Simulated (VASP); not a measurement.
Runs of VASP 6.6.1 on TiRh. The structure is that of space group P4/mmm (No. 123), or close to it. The cells are those of the table. 

```csv
task,cell,k mesh,cutoff (eV),smearing,gap on the mesh (eV),pressure (GPa)
relaxation of cell and atoms,"relaxed from a = 2.900, b = 2.900, c = 3.343 Å, 2 atoms",14 × 14 × 12,600,fermi-dirac 0.15 eV,none,0.0
relaxation of shape and atoms at fixed volume,"relaxed from a = 2.921, b = 2.921, c = 3.367 Å, 2 atoms",14 × 14 × 12,600,fermi-dirac 0.15 eV,none,-3.8
single point,"a = 2.902, b = 2.902, c = 3.345 Å, 2 atoms",14 × 14 × 12,520,fermi-dirac 0.15 eV,none,(a)
single point,"a = 2.923, b = 2.923, c = 3.364 Å, 2 atoms",14 × 14 × 12,520,fermi-dirac 0.15 eV,none,-3.8
single point,"a = 2.988, b = 2.988, c = 3.350 Å, 2 atoms",6 × 6 × 6,520,gaussian 0.1 eV,none,-11.4
single point,"a = 2.881, b = 2.881, c = 3.326 Å, 2 atoms",14 × 14 × 12,520,fermi-dirac 0.15 eV,none,5.2
relaxation of shape and atoms at fixed volume,"relaxed from a = 2.882, b = 2.882, c = 3.323 Å, 2 atoms",14 × 14 × 12,600,fermi-dirac 0.15 eV,none,5.1
```

Alike in all rows: level LDA; potentials or basis VASP PAW LDA potentials, release 64 (Ti_sv, Rh_pv); no spin polarisation.

**Question.** Estimate the missing entries.

**Answer.** (a) 0.5.

Caveats: the cell stands under tension (at least some runs); the cell stands under pressure (at least some runs).

A k mesh can miss the band edges, and the runs leave out spin-orbit coupling on Rh.

A gap of «none» marks levels without a gap at the run's occupations.
